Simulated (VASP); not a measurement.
Write the native input for VASP 6.6.1 that does the following.

| Quantity | Value |
| --- | --- |
| Task | relaxation of cell and atoms |
| Functional | PBE |
| Potentials or basis | VASP PAW PBE potentials, release 64 (Dy_3, C), 4f in core |
| Cutoff | 600 eV |
| k mesh | 6 × 6 × 10 |
| Occupations | gaussian, width 0.1 eV |
| Spin | no spin polarisation |
| Dipole correction | no |
| Further INCAR settings | ALGO = Normal; EDIFF = 1e-07; IBRION = 2; EDIFFG = -0.01; NSW = 100; ISIF = 3 |

The structure of Dy5C lies in POSCAR:

```
Dy5C
1.0
    2.7813898130     -8.4413197375      0.0000000000
    2.7813898130      8.4413197375      0.0000000000
    0.0000000000      0.0000000000      3.3591583858
Dy C
5 1
Direct
    0.1038220637      0.8961779363      0.5000000000
    0.6954203064      0.3045796936      0.0000000000
    0.8961779363      0.1038220637      0.5000000000
    0.3045796936      0.6954203064      0.0000000000
    0.5000000000      0.5000000000      0.5000000000
    0.0000000000      0.0000000000      0.0000000000
```

The cell was generated, and may not be a known phase.

One way to write it, as run:

INCAR

```
SYSTEM = Dy5C
PREC = Accurate
ENCUT = 600
EDIFF = 1E-7
ISMEAR = 0
SIGMA = 0.1
LREAL = .FALSE.
LASPH = .TRUE.
NELM = 200
ALGO = Normal
ISIF = 3
LWAVE = .FALSE.
LCHARG = .FALSE.
GGA = PE
IBRION = 2
NSW = 100
EDIFFG = -0.01
GGA_COMPAT = .FALSE.
NELMIN = 4
LMAXMIX = 6
```

KPOINTS

```
Automatic mesh
0
G
  6 6 10
  0 0 0
```

Potentials or basis: VASP PAW PBE potentials, release 64 (Dy_3, C), 4f in core.

Command:

```bash
$ cat potpaw_PBE.64/Dy_3/POTCAR potpaw_PBE.64/C/POTCAR > POTCAR
$ mpirun -np 1 vasp_std > vasp.out
```

It gave:

```json
{"Relaxed volume": "26.75 Å³/atom", "Relaxed cell": "a = 8.886 Å, b = 8.886 Å, c = 3.387 Å, α = 90.00°, β = 90.00°, γ = 143.11°", "Space group after relaxing (to 0.1 Å)": "Cmmm (No. 65)", "Energy gained by relaxing": "1.3 meV/atom", "Ionic steps": "8", "Pressure after relaxing": "0.0 GPa", "Largest force after relaxing": "0.010 eV/Å", "Band gap on the k mesh": "zero (an odd number of electrons rules out a gap without spin polarisation)"}
```

Caveat: spin-orbit coupling is left out, which moves the levels of the heavy elements; the 4f electrons are frozen in the core, so they carry no moment and show no levels.

It took 29 min on 1 thread of Intel(R) Xeon(R) 6975P-C (Granite Rapids), on a shared host, peak memory 0.62 GiB.
